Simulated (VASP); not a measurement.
Bi2Se3, 5 atoms in the cell. Symmetry: R-3m, No. 166, trigonal system. The conventional cell has a = 4.130 Å, b = 4.130 Å, c = 30.051 Å, α = 90.00°, β = 90.00°, γ = 120.00°. Bi (site symmetry 3m) has 6 Se at 2.90 to 3.12 Å within 3.8 Å. Se (site symmetry -3m) has 6 Bi at 3.12 Å and 12 Se at 4.13 to 4.37 Å within 4.4 Å. Se (site symmetry 3m) has 3 Bi at 2.90 Å and 3 Se at 3.60 Å within 3.8 Å.  This cell differs from its parent crystal: strain +0.000 along x and y, +0.050 along z.

```yaml
Program: VASP 6.6.1
Task: single point
Functional: PBEsol
Potentials_or_basis: VASP PAW PBE potentials, release 64 (Bi_d, Se)
Cutoff: 500 eV
k_mesh: 12 × 12 × 12
Occupations: gaussian, width 0.03 eV
Spin: no spin polarisation
Dipole_correction: no
Further_INCAR_settings: ALGO = Normal; EDIFF = 1e-06; NBANDS = 32
```

Potentials or basis: VASP PAW PBE potentials, release 64 (Bi_d, Se).

Launch:

```bash
$ cat potpaw_PBE.64/Bi_d/POTCAR potpaw_PBE.64/Se/POTCAR > POTCAR
$ mpirun -np 1 vasp_std > vasp.out
```

Hardware: 1 thread of Intel(R) Xeon(R) 6975P-C (Granite Rapids), with other jobs on the host.

Task: Estimate the wall time of this run.

Result: It took 39 min on 1 thread of Intel(R) Xeon(R) 6975P-C (Granite Rapids) (shared host), peak memory 1.4 GiB. Counts: scf iterations 13, k points 189.
